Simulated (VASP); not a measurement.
# Sn: single point with PBE

Crystal: Sn.

```
Sn
1.0
    -2.96432    2.96432    1.61635
     2.96432   -2.96432    1.61635
     2.96432    2.96432   -1.61635
Sn
2
Direct
  0.75000 0.25000 0.50000
  0.00000 0.00000 0.00000
```

```json
{"Program": "VASP 6.6.1", "Task": "single point", "Functional": "PBE", "Potentials or basis": "VASP PAW PBE potentials, release 64 (Sn_d)", "Cutoff": "520 eV", "k mesh": "12 × 12 × 12", "Occupations": "gaussian, width 0.15 eV", "Spin": "no spin polarisation"}
```

```
Pressure               : -0.1 GPa
Band gap on the k mesh : zero (bands 14 and 15 overlap by 3.93 eV)
```

Stress tensor (GPa, compression positive):
```
-0.01  0.00  0.00
 0.00 -0.01  0.00
 0.00  0.00 -0.18
```

Levels at points of the mesh, in eV from the Fermi level:
```csv
k point,band 11,band 12,band 13,band 14,band 15,band 16,band 17,band 18
"(0.00, 0.00, 0.00)",-10.80,-3.75,-1.85,-1.85,3.05,6.01,6.01,6.53
"(0.50, 0.00, 0.00)",-6.83,-5.26,-2.33,-1.59,-1.06,2.29,2.75,4.47
"(0.50, 0.50, 0.00)",-8.65,-8.65,0.61,0.61,1.51,1.51,5.81,5.81
"(0.50, 0.50, 0.50)",-7.42,-7.42,-4.55,-4.55,4.87,4.87,8.96,8.96
```

It took 120 s on 1 thread of Intel(R) Xeon(R) 6975P-C (Granite Rapids), on a shared host, peak memory 0.31 GiB.

Caveat: spin-orbit coupling is left out, which moves the levels of the heavy elements.
